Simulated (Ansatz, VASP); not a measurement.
PbF2 in VASP and in Ansatz

The input POSCAR:

```
PbF2
1.0
    0.0000000000      2.9305334200      2.9305334200
    2.9305334200      0.0000000000      2.9305334200
    2.9305334200      2.9305334200      0.0000000000
Pb F
1 2
Direct
    0.0000000000      0.0000000000      0.0000000000
    0.2500000000      0.2500000000      0.2500000000
    0.7500000000      0.7500000000      0.7500000000
```

Contents of INCAR.step1:

```
SYSTEM = PbF2
PREC = Accurate ; ENCUT = 520
ISMEAR = 0 ; SIGMA = 0.01
LREAL = .FALSE. ; LASPH = .TRUE.
NELM = 80 ; NBANDS = 21
GGA = PE ; ALGO = Normal
EDIFF = 1E-4 ; LWAVE = .TRUE.
LCHARG = .FALSE.
```

The input INCAR.step2:

```
SYSTEM = PbF2
PREC = Accurate ; ENCUT = 520
EDIFF = 1E-7 ; ISMEAR = 0
SIGMA = 0.01 ; LREAL = .FALSE.
LASPH = .TRUE. ; NELM = 80
ALGO = Normal ; ISIF = 2
LWAVE = .FALSE. ; LCHARG = .FALSE.
METAGGA = R2SCAN ; LMIXTAU = .TRUE.
NBANDS = 21 ; ISTART = 1
```

KPOINTS

```
regular mesh
0
G
  6 6 6
  0 0 0
```

Input for Ansatz:

```yaml
crystal:
  lattice:
    - [0.0, 2.93053342, 2.93053342]
    - [2.93053342, 0.0, 2.93053342]
    - [2.93053342, 2.93053342, 0.0]
  atoms:
    - { symbol: Pb, position: [0.0, 0.0, 0.0] }
    - { symbol: F, position: [0.25, 0.25, 0.25] }
    - { symbol: F, position: [0.75, 0.75, 0.75] }
kpoints:
  mp_grid: { grid: [6, 6, 6] }
hamiltonian:
  xc: r2scan
scf:
  occupations: { method: fixed }
  n_extra_bands: 4
output:
  forces: true
  stress: true
  eigenvalues: true
```

Alike in both runs: task single point; functional r2SCAN; k mesh 6 × 6 × 6; no spin polarisation.

|  | VASP | Ansatz |
| --- | --- | --- |
| version | VASP 6.6.1 | Ansatz 0.2.0 |
| potentials or method | VASP PAW PBE potentials, release 64 (Pb_d, F) | plane waves, PAW |
| plane-wave cutoff (eV) | 520 | 500 |
| occupations | gaussian, width 0.01 eV | fixed |
| valence electrons in the cell | 28 | 28 |

```tsv
	VASP	Ansatz	Ansatz less VASP
gap on the k mesh at the Fermi level (eV)	4.95	4.95	-0.001
pressure (GPa)	2.5	2.5	+0.06
```

VASP's potentials were made for PBE, not for r2SCAN.

Spin-orbit coupling is off throughout.
